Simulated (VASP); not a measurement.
# KTaO3 (Pm-3m) in VASP: notebook

Aim: see how the results for KTaO3 move with the level of theory and the settings. Levels: PBE, r2SCAN. Tasks: electric field gradients.

All numbers are computed with VASP 6.6.1; they aren't measurements. Logs are shortened: lines on timing, memory, paths and dates and some standing lists are left out, and cuts for length are marked.

### 1 The cell of the first run

It takes space group Pm-3m (No. 221, cubic). Conventional cell: a = 3.988 Å, b = 3.988 Å, c = 3.988 Å, α = 90.00°, β = 90.00°, γ = 90.00°. Within 3.7 Å of K (site symmetry m-3m) lie 12 O at 2.82 Å and 8 Ta at 3.45 Å. Within 2.6 Å of Ta (site symmetry m-3m) lie 6 O at 1.99 Å. Within 2.6 Å of O (site symmetry 4/mmm) lie 2 Ta at 1.99 Å.

### 2 Electric field gradients, PBE

Contents of INCAR:

```
SYSTEM = KTaO3
  ALGO = Normal
  EDIFF = 1E-8
  ENCUT = 520
  GGA = PE
  ISIF = 2
  ISMEAR = -1
  LASPH = .True.
  LCHARG = .False.
  LEFG = .True.
  LREAL = .False.
  LWAVE = .False.
  NBANDS = 27
  NELM = 80
  PREC = Accurate
  SIGMA = 0.02
```

Contents of KPOINTS:

```
k-points
0
Gamma
  5 5 5
  0 0 0
```

Contents of POSCAR:

```
KTaO3
1.0
    3.9883000000      0.0000000000      0.0000000000
    0.0000000000      3.9883000000      0.0000000000
    0.0000000000      0.0000000000      3.9883000000
K Ta O
1 1 3
Direct
    0.5000000000      0.5000000000      0.5000000000
    0.0000000000      0.0000000000      0.0000000000
    0.5000000000      0.0000000000      0.0000000000
    0.0000000000      0.5000000000      0.0000000000
    0.0000000000      0.0000000000      0.5000000000
```

Potentials or basis: VASP PAW PBE potentials, release 64 (K_sv, Ta_pv, O).

On the command line:

```console
cat potpaw_PBE.64/K_sv/POTCAR potpaw_PBE.64/Ta_pv/POTCAR potpaw_PBE.64/O/POTCAR > POTCAR
mpirun -np 1 vasp_std > vasp.out
```

OUTCAR:

```text
SYSTEM = KTaO3
   EDIFF = 1E-8
   ENCUT = 520
   GGA = PE
   ISIF = 2
   ISMEAR = -1
   LASPH = .True.
   LREAL = .False.
   NELM = 80
   PREC = Accurate

 ion  position               nearest neighbor table
   1  0.500  0.500  0.500-   3 2.82   4 2.82   5 2.82   3 2.82   4 2.82   3 2.82   5 2.82   3 2.82
                             4 2.82   5 2.82   4 2.82   5 2.82   2 3.45   2 3.45   2 3.45   2 3.45
   2  0.000  0.000  0.000-   3 1.99   4 1.99   5 1.99   5 1.99   4 1.99   3 1.99   1 3.45   1 3.45
                             1 3.45   1 3.45   1 3.45   1 3.45   1 3.45   1 3.45
   3  0.500  0.000  0.000-   2 1.99   2 1.99   1 2.82   1 2.82   1 2.82   1 2.82
   4  0.000  0.500  0.000-   2 1.99   2 1.99   1 2.82   1 2.82   1 2.82   1 2.82
   5  0.000  0.000  0.500-   2 1.99   2 1.99   1 2.82   1 2.82   1 2.82   1 2.82

  LATTYP: Found a simple cubic cell.
 ALAT       =     3.9883000000

  Lattice vectors:

 A1 = (   3.9883000000,   0.0000000000,   0.0000000000)
 A2 = (   0.0000000000,   3.9883000000,   0.0000000000)
 A3 = (   0.0000000000,   0.0000000000,   3.9883000000)

Analysis of symmetry for initial positions (statically):
=====================================================================
 Subroutine PRICEL returns:
 Original cell was already a primitive cell.

 Routine SETGRP: Setting up the symmetry group for a
 simple cubic supercell.

 Subroutine GETGRP returns: Found 48 space group operations
 (whereof 48 operations were pure point group operations)
 out of a pool of 48 trial point group operations.

The static configuration has the point symmetry O_h .

Analysis of symmetry for dynamics (positions and initial velocities):
=====================================================================
 Subroutine PRICEL returns:
 Original cell was already a primitive cell.

 Routine SETGRP: Setting up the symmetry group for a
 simple cubic supercell.

 Subroutine GETGRP returns: Found 48 space group operations
 (whereof 48 operations were pure point group operations)
 out of a pool of 48 trial point group operations.

The dynamic configuration has the point symmetry O_h .

 Subroutine INISYM returns: Found 48 space group operations
 (whereof 48 operations are pure point group operations),
 and found     1 'primitive' translations

----------------------------------------------------------------------------------------

                                     Primitive cell

  volume of cell :      63.4400

  direct lattice vectors                    reciprocal lattice vectors
     3.988300000  0.000000000  0.000000000     0.250733395  0.000000000  0.000000000
     0.000000000  3.988300000  0.000000000     0.000000000  0.250733395  0.000000000
     0.000000000  0.000000000  3.988300000     0.000000000  0.000000000  0.250733395

  length of vectors
     3.988300000  3.988300000  3.988300000     0.250733395  0.250733395  0.250733395

  position of ions in fractional coordinates (direct lattice)
     0.500000000  0.500000000  0.500000000
     0.000000000  0.000000000  0.000000000
     0.500000000  0.000000000  0.000000000
     0.000000000  0.500000000  0.000000000
     0.000000000  0.000000000  0.500000000

  ion indices of the primitive-cell ions
   primitive index   ion index
                 1           1
                 2           2
                 3           3
                 4           4
                 5           5

----------------------------------------------------------------------------------------

 KPOINTS: k-points

Automatic generation of k-mesh.
 Grid dimensions read from file:
 generate k-points for:    5    5    5

 Generating k-lattice:

  Cartesian coordinates                     Fractional coordinates (reciprocal lattice)
     0.050146679  0.000000000  0.000000000     0.200000000  0.000000000  0.000000000
     0.000000000  0.050146679  0.000000000     0.000000000  0.200000000  0.000000000
     0.000000000  0.000000000  0.050146679     0.000000000  0.000000000  0.200000000
[... 35 lines left out ...]
   ICHARG =      2    charge: 1-file 2-atom 10-const
   ISPIN  =      1    spin polarized calculation?
   LNONCOLLINEAR =      F non collinear calculations
   LSORBIT =      F    spin-orbit coupling
   LASPH  =      T    aspherical Exc in radial PAW
   ENCUT  =  520.0 eV  38.22 Ry    6.18 a.u.   7.42  7.42  7.42*2*pi/ulx,y,z
   NELM   =     80;   NELMIN=  2; NELMDL= -5     # of ELM steps
   EDIFF  = 0.1E-07   stopping-criterion for ELM
   LREAL  =      F    real-space projection
   EDIFFG = 0.1E-06   stopping-criterion for IOM
   NSW    =      0    number of steps for IOM
   IBRION =     -1    ionic relax: 0-MD 1-quasi-New 2-CG
   NFREE  =      0    steps in history (QN), initial steepest desc. (CG)
   ISIF   =      2    stress and relaxation
   ISYM   =      2    0-nonsym 1-usesym 2-fastsym
   POTIM  = 0.5000    time-step for ionic-motion
   TEBEG  =    0.0;   TEEND  =   0.0 temperature during run
   PSTRESS=    0.0 pullay stress
   NELECT =      38.0000    total number of electrons
   NUPDOWN=      -1.0000    fix difference up-down
   EMIN   =  10.00;   EMAX   =-10.00  energy-range for DOS
   EFERMI =   0.00;   METHOD = LEGACY
   ISMEAR =    -1;   SIGMA  =   0.02  broadening in eV -4-tet -1-fermi 0-gaus
   EFERMI_NEDOS =   21; number of points for ismear=-14 and -15
   IALGO  =     38    algorithm
   IMIX   =      4    mixing-type and parameters
     AMIX     =   0.40;   BMIX     =  1.00
     AMIX_MAG =   1.60;   BMIX_MAG =  1.00
  volume/ion in A,a.u.               =      12.69        85.62
  Fermi-wavevector in a.u.,A,eV,Ry     =   1.380008  2.607837 25.911228  1.904422
  Thomas-Fermi vector in A             =   2.504925
   LORBIT       =      0    0 simple, 1 ext, 2 COOP (PROOUT), +10 PAW based schemes
   GGA     = PE    functional components
   LHFCALC =     F    Hartree Fock is set to
   AEXX    =    0.0000 exact exchange contribution
   IVDW    =     0    specifies the selected vdW correction
   LEPSILON=     F    determine dielectric tensor
   LRPA    =     F    only Hartree local field effects (RPA)
 non-spin polarized calculation
  energy-cutoff  :      520.00
  volume of cell :       63.44
 maximum number of plane-waves:      1743
 NGX is ok and might be reduce to    30
   NGX = 15   NGY = 15   NGZ = 15

 number of electron      37.9999976 magnetization

 Free energy of the ion-electron system (eV)
  ---------------------------------------------------
  ext. energy  EPLUGINS =         0.00000000
  ---------------------------------------------------
  free energy    TOTEN  =       -41.02494154 eV

  energy without entropy =      -41.02494154  energy(sigma->0) =      -41.02494154

 E-fermi :   2.2490     XC(G=0): -10.8739

 val. band max:        1.6916673428   @ k =   0.4000   0.4000   0.4000
 cond. band min:       3.9754302459   @ k =   0.0000   0.0000   0.0000
 fundamental gap:      2.2837629031
 Fermi energy:         2.2489932153

 k-point     1 :       0.0000    0.0000    0.0000
  band No.  band energies     occupation
      1     -32.3261      2.00000
      2     -32.3261      2.00000
      3     -32.3261      2.00000
      4     -25.5199      2.00000
      5     -15.7484      2.00000
      6     -15.0419      2.00000
[... 289 lines left out ...]
     26      13.1176      0.00000
     27      13.6033      0.00000

------------------------ aborting loop because EDIFF is reached ----------------------------------------

  FORCE on cell =-STRESS in cart. coord.  units (eV):
  Direction    XX          YY          ZZ          XY          YZ          ZX
  --------------------------------------------------------------------------------------
  -------------------------------------------------------------------------------------
  Total        2.4100131      2.4100131      2.4100131     -0.0000000     -0.0000000     -0.0000000
  in kB       60.8648463     60.8648463     60.8648463     -0.0000000     -0.0000000     -0.0000000
  external PRESSURE =      60.8648463 kB  Pullay stress =       0.0000000 kB

 VOLUME and BASIS-vectors are now :
 -----------------------------------------------------------------------------
  energy-cutoff  :      520.00
  volume of cell :       63.44
      direct lattice vectors                 reciprocal lattice vectors
     3.988300000  0.000000000  0.000000000     0.250733395  0.000000000  0.000000000
     0.000000000  3.988300000  0.000000000     0.000000000  0.250733395  0.000000000
     0.000000000  0.000000000  3.988300000     0.000000000  0.000000000  0.250733395

 POSITION                                       TOTAL-FORCE (eV/Angst)
 -----------------------------------------------------------------------------------
      1.99415      1.99415      1.99415         0.000000      0.000000      0.000000
      0.00000      0.00000      0.00000         0.000000      0.000000      0.000000
      1.99415      0.00000      0.00000         0.000000      0.000000      0.000000
      0.00000      1.99415      0.00000         0.000000      0.000000      0.000000
      0.00000      0.00000      1.99415         0.000000      0.000000      0.000000
 -----------------------------------------------------------------------------------
    total drift:                                0.000000     -0.000000      0.000000

  FREE ENERGIE OF THE ION-ELECTRON SYSTEM (eV)
  ---------------------------------------------------
  free  energy   TOTEN  =       -41.0249415389 eV

  energy  without entropy=      -41.0249415389  energy(sigma->0) =      -41.02494154

 Electric field gradients (V/A^2)
---------------------------------------------------------------------
 ion       V_xx      V_yy      V_zz      V_xy      V_xz      V_yz
---------------------------------------------------------------------
   1      -0.000    -0.000     0.000     0.000     0.000     0.000
   2       0.000     0.000     0.000     0.000    -0.000     0.000
   3      19.763    -9.881    -9.881    -0.000     0.000     0.000
   4      -9.881    19.763    -9.881     0.000     0.000    -0.000
   5      -9.881    -9.881    19.763     0.000     0.000    -0.000
---------------------------------------------------------------------

 Electric field gradients after diagonalization (V/A^2)
 (convention: |V_zz| > |V_xx| > |V_yy|)
----------------------------------------------------------------------
 ion       V_xx      V_yy      V_zz     asymmetry (V_yy - V_xx)/ V_zz
----------------------------------------------------------------------
   1      -0.000    -0.000     0.000       0.155
   2       0.000     0.000     0.000      -0.066
   3      -9.881    -9.881    19.763       0.000
   4      -9.881    -9.881    19.763       0.000
   5      -9.881    -9.881    19.763       0.000
----------------------------------------------------------------------

           NMR quadrupolar parameters

 Cq : quadrupolar parameter    Cq=e*Q*V_zz/h
 eta: asymmetry parameters     (V_yy - V_xx)/ V_zz
 Q  : nuclear electric quadrupole moment in mb (millibarn)
----------------------------------------------------------------------
 ion       Cq(MHz)       eta       Q (mb)
----------------------------------------------------------------------
   1       0.000       0.155       1.000
   2       0.000      -0.066       1.000
   3       0.048       0.000       1.000
   4       0.048       0.000       1.000
   5       0.048       0.000       1.000
----------------------------------------------------------------------
```

Wall time 29 s (1 thread of Intel Xeon 6975P-C, shared host); peak memory 0.17 GiB.

What came out:

```yaml
Free_energy: -41.0249 eV
Pressure: 6.1 GPa
Band_gap_on_the_k_mesh: 2.28 eV, indirect (least direct gap 2.79 eV)
```

Electric field gradients, principal values (V/Å²):
```csv
atom,least,middle,greatest (by size)
1 K,0.000,0.000,0.000
2 Ta,0.000,0.000,0.000
3 O,-9.881,-9.881,19.763
4 O,-9.881,-9.881,19.763
5 O,-9.881,-9.881,19.763
```

Caveat: without QUAD_EFG the Cq values of the log hold for a quadrupole moment of 1 mb, not for the nuclei; spin-orbit coupling is left out, which moves the levels of the heavy elements. A k mesh can miss the band edges.

### 3 Electric field gradients, r2SCAN

POSCAR is that of step 2.

Contents of INCAR.step1:

```
ALGO = Normal ; EDIFF = 1E-4
ENCUT = 520 ; GGA = PE
ISMEAR = -1 ; LASPH = T
LCHARG = F ; LREAL = F
LWAVE = T ; NBANDS = 27
NELM = 60 ; PREC = Accurate
SIGMA = 0.02
```

Contents of INCAR.step2:

```
ALGO = Normal ; EDIFF = 1E-8
ENCUT = 520 ; ISIF = 2
ISMEAR = -1 ; ISTART = 1
LASPH = T ; LCHARG = F
LEFG = T ; LMIXTAU = T
LREAL = F ; LWAVE = F
METAGGA = R2SCAN ; NBANDS = 27
NELM = 60 ; PREC = Accurate
SIGMA = 0.02
```

Contents of KPOINTS:

```
k-points
0
Gamma
  5 5 5
```

Potentials or basis: VASP PAW PBE potentials, release 64 (K_sv, Ta_pv, O).

On the command line:

```console
cat potpaw_PBE.64/K_sv/POTCAR potpaw_PBE.64/Ta_pv/POTCAR potpaw_PBE.64/O/POTCAR > POTCAR
cp INCAR.step1 INCAR
mpirun -np 1 vasp_std > vasp.out
cp INCAR.step2 INCAR
mpirun -np 1 vasp_std > vasp.out
```

OUTCAR:

```text
EDIFF = 1E-8
   ENCUT = 520
   ISIF = 2
   ISMEAR = -1
   ISTART = 1
   LASPH = T
   LREAL = F
   METAGGA = R2SCAN
   NELM = 60
   PREC = Accurate

 ion  position               nearest neighbor table
   1  0.500  0.500  0.500-   3 2.82   4 2.82   5 2.82   3 2.82   4 2.82   3 2.82   5 2.82   3 2.82
                             4 2.82   5 2.82   4 2.82   5 2.82   2 3.45   2 3.45   2 3.45   2 3.45
   2  0.000  0.000  0.000-   3 1.99   4 1.99   5 1.99   5 1.99   4 1.99   3 1.99   1 3.45   1 3.45
                             1 3.45   1 3.45   1 3.45   1 3.45   1 3.45   1 3.45
   3  0.500  0.000  0.000-   2 1.99   2 1.99   1 2.82   1 2.82   1 2.82   1 2.82
   4  0.000  0.500  0.000-   2 1.99   2 1.99   1 2.82   1 2.82   1 2.82   1 2.82
   5  0.000  0.000  0.500-   2 1.99   2 1.99   1 2.82   1 2.82   1 2.82   1 2.82

  LATTYP: Found a simple cubic cell.
 ALAT       =     3.9883000000

  Lattice vectors:
[... 519 lines left out ...]
   4     -11.586    23.173   -11.586    -0.000    -0.000    -0.000
   5     -11.586   -11.586    23.173    -0.000    -0.000     0.000
---------------------------------------------------------------------

 Electric field gradients after diagonalization (V/A^2)
 (convention: |V_zz| > |V_xx| > |V_yy|)
----------------------------------------------------------------------
 ion       V_xx      V_yy      V_zz     asymmetry (V_yy - V_xx)/ V_zz
----------------------------------------------------------------------
   1      -0.000    -0.000     0.000       0.067
   2       0.000    -0.000    -0.000       0.628
   3     -11.586   -11.586    23.173       0.000
   4     -11.586   -11.586    23.173       0.000
   5     -11.586   -11.586    23.173       0.000
----------------------------------------------------------------------

           NMR quadrupolar parameters

 Cq : quadrupolar parameter    Cq=e*Q*V_zz/h
 eta: asymmetry parameters     (V_yy - V_xx)/ V_zz
 Q  : nuclear electric quadrupole moment in mb (millibarn)
----------------------------------------------------------------------
 ion       Cq(MHz)       eta       Q (mb)
----------------------------------------------------------------------
   1       0.000       0.067       1.000
   2      -0.000       0.628       1.000
   3       0.056       0.000       1.000
   4       0.056       0.000       1.000
   5       0.056       0.000       1.000
----------------------------------------------------------------------
```

OSZICAR.step1:

```text
N       E                     dE             d eps       ncg     rms          rms(c)
DAV:   1     0.319903320790E+03    0.31990E+03   -0.20893E+04   540   0.141E+03
DAV:   2    -0.305752367323E+02   -0.35048E+03   -0.34251E+03   645   0.408E+02
DAV:   3    -0.489495010747E+02   -0.18374E+02   -0.18296E+02   773   0.900E+01
DAV:   4    -0.495899591694E+02   -0.64046E+00   -0.63944E+00   869   0.104E+01
DAV:   5    -0.495928446722E+02   -0.28855E-02   -0.28852E-02   728   0.745E-01    0.340E+01
DAV:   6    -0.412425723361E+02    0.83503E+01   -0.34070E+01   638   0.397E+01    0.129E+01
DAV:   7    -0.410907428177E+02    0.15183E+00   -0.17678E+00   714   0.842E+00    0.930E+00
DAV:   8    -0.410475461238E+02    0.43197E-01   -0.40589E-01   638   0.533E+00    0.320E+00
DAV:   9    -0.410266756439E+02    0.20870E-01   -0.35523E-02   641   0.151E+00    0.532E-01
DAV:  10    -0.410249470671E+02    0.17286E-02   -0.15194E-02   727   0.787E-01    0.883E-02
DAV:  11    -0.410249090253E+02    0.38042E-04   -0.11158E-03   734   0.210E-01    0.328E-02
DAV:  12    -0.410249374932E+02   -0.28468E-04   -0.47077E-05   430   0.601E-02
   1 F= -.41024937E+02 E0= -.41024937E+02  d E =-.770673E-13
```

It used 70 s of CPU time on 1 thread of Intel Xeon 6975P-C (shared host).

What came out:

* Free energy: -87.1581 eV
* Pressure: 1.2 GPa
* Band gap on the k mesh: 2.71 eV, indirect (least direct gap 3.25 eV)

Levels at points of the mesh, in eV from the valence-band top:
| k point | band 16 | band 17 | band 18 | band 19 | band 20 | band 21 | band 22 | band 23 |
| --- | --- | --- | --- | --- | --- | --- | --- | --- |
| (0.00, 0.00, 0.00) | -0.98 | -0.54 | -0.54 | -0.54 | 2.71 | 2.71 | 2.71 | 7.18 |

Electric field gradients, principal values (V/Å²):
```tsv
atom	least	middle	greatest (by size)
1 K	0.000	0.000	0.000
2 Ta	0.000	0.000	0.000
3 O	-11.586	-11.586	23.173
4 O	-11.586	-11.586	23.173
5 O	-11.586	-11.586	23.173
```

Caveat: without QUAD_EFG the Cq values of the log hold for a quadrupole moment of 1 mb, not for the nuclei; the PAW data sets were made with another functional, which shifts forces and pressure a little; spin-orbit coupling is left out, which moves the levels of the heavy elements. A k mesh can miss the band edges.

[end of part 1 of 2]
